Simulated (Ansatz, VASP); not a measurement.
Si: VASP beside Ansatz

```xyz
2
Lattice="0.0000 2.7348 2.7348 2.7348 0.0000 2.7348 2.7348 2.7348 0.0000" Properties=species:S:1:pos:R:3 pbc="T T T"
Si    4.1023    4.1023    4.1023
Si    2.7348    2.7348    2.7348
```

Alike in both runs: functional PBE; k mesh 12 × 12 × 12; occupations gaussian, width 0.02 eV; no spin polarisation.

Ansatz relaxed the structure, and its values are those at the end. VASP's run is a single point on that final structure, the one shown.

|  | VASP | Ansatz |
| --- | --- | --- |
| version | VASP 6.6.1 | Ansatz 0.2.0 |
| potentials or method | VASP PAW PBE potentials, release 64 (Si) | scalar-relativistic, plane waves, PAW |
| plane-wave cutoff (eV) | 520 | 420 |
| valence electrons in the cell | 8 | 8 |

```tsv
	VASP	Ansatz	Ansatz less VASP
gap on the k mesh at the Fermi level (eV)	0.61	0.61	-0.002
least direct gap on the mesh (eV)	2.56	2.55	-0.005
pressure (GPa)	0.0	0.0	+0.08
```

With one functional, cell and mesh, what is left measures potentials, basis and numerics.
